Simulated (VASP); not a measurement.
A run of VASP 6.6.1:

The input INCAR:

```
PREC = Accurate
ENCUT = 520
EDIFF = 1E-6
ISMEAR = 0
SIGMA = 0.1
LREAL = False
LASPH = True
NELM = 100
ALGO = Normal
ISIF = 2
LWAVE = False
LCHARG = False
GGA = PE
NBANDS = 36
```

File KPOINTS:

```
Automatic mesh
0
Gamma
  6 6 4
```

POSCAR

```
Ti2SiGe2
1.0
    3.7539245200      0.0000000000      0.0000000000
   -1.8769622600      3.2509940000      0.0000000000
    0.0000000000      0.0000000000      6.6515903600
Ti Si Ge
2 1 2
Direct
    0.0000000000      0.0000000000      0.7213994900
    0.0000000000      0.0000000000      0.2786005100
    0.0000000000      0.0000000000      0.5000000000
    0.3333333300      0.6666666700      0.5000000000
    0.6666666700      0.3333333300      0.5000000000
```

Potentials or basis: VASP PAW PBE potentials, release 64 (Ti_sv, Si, Ge_d).

Command:

```console
$ cat potpaw_PBE.64/Ti_sv/POTCAR potpaw_PBE.64/Si/POTCAR potpaw_PBE.64/Ge_d/POTCAR > POTCAR
$ mpirun -np 1 vasp_std > vasp.out
```

Hardware: 1 thread of AMD EPYC 9R45 96-Core Processor (Zen 5), on a shared host.

Problem. How long does it take, and how much memory?

Solution. Wall time 34 s on 1 thread of AMD EPYC 9R45 96-Core Processor (Zen 5), on a shared host, peak memory 0.18 GiB. Counts: scf iterations 15, k points 21.
